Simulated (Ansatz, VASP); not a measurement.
Two plane-wave programs on MoSe2

```
Mo Se
1.0
     3.27620    0.00000    0.00000
    -1.63810    2.83727    0.00000
     0.00000    0.00000   12.73177
Mo Se
2 4
Direct
  0.33333 0.66667 0.25000
  0.66667 0.33333 0.75000
  0.33333 0.66667 0.61848
  0.66667 0.33333 0.11848
  0.33333 0.66667 0.88152
  0.66667 0.33333 0.38152
```

Alike in both runs: functional PBE; dispersion D3(BJ); k mesh 12 × 12 × 2; occupations gaussian, width 0.02 eV; no spin polarisation.

Ansatz relaxed the structure, and its values are those at the end. VASP's run is a single point on that final structure, the one shown.

```csv
,VASP,Ansatz
version,VASP 6.6.1,Ansatz 0.2.0
potentials or method,"VASP PAW PBE potentials, release 64 (Mo_sv, Se), cutoff 520 eV","scalar-relativistic, plane waves, PAW"
valence electrons in the cell,52,92
```

|  | VASP | Ansatz | Ansatz less VASP |
| --- | --- | --- | --- |
| gap on the k mesh at the Fermi level (eV) | 0.77 | 0.77 | +0.004 |
| least direct gap on the mesh (eV) | 1.46 | 1.46 | -0.001 |
| pressure (GPa) | 0.3 | 0.0 | -0.27 |
| rms of the force components (eV/Å) | 0.016 | 0.002 | -0.0136 |

VASP's potentials hold 52 valence electrons a cell and Ansatz's 92, so a difference there can come from the potentials and not from the codes.
